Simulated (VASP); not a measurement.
Runs of VASP 6.6.1 on Ir. The structure is that of space group P-3m1 (No. 164), or close to it. The cells are those of the table. 

```tsv
cell	gap on the mesh (eV)	pressure (GPa)	largest force (eV/Å)
a = 2.715, b = 2.715, c = 17.800 Å, angles 90.0, 90.0, 60.0°, 6 atoms	none	-7.2	0.56
a = 2.715, b = 2.715, c = 19.300 Å, angles 90.0, 90.0, 60.0°, 6 atoms	none	-	0.56
a = 2.715, b = 2.715, c = 13.800 Å, angles 90.0, 90.0, 60.0°, 6 atoms	none	(a)	1.19
a = 2.715, b = 2.715, c = 14.050 Å, angles 90.0, 90.0, 60.0°, 6 atoms	none	-9.5	0.84
```

Alike in all rows: task single point; level PBEsol; potentials or basis VASP PAW PBE potentials, release 64 (Ir); no spin polarisation; k mesh 20 × 20 × 4; cutoff (eV) 520; smearing gaussian 0.15 eV.

Question: Fill in the values left out.

Answer: (a) -8.8.

Caveats: the PAW data sets were made with another functional, which shifts forces and pressure a little; spin-orbit coupling is left out, which moves the levels of the heavy elements; the cell stands under tension (at least some runs).

A k mesh can miss the band edges, and the runs leave out spin-orbit coupling on Ir.

A gap of «none» marks levels without a gap at the run's occupations.
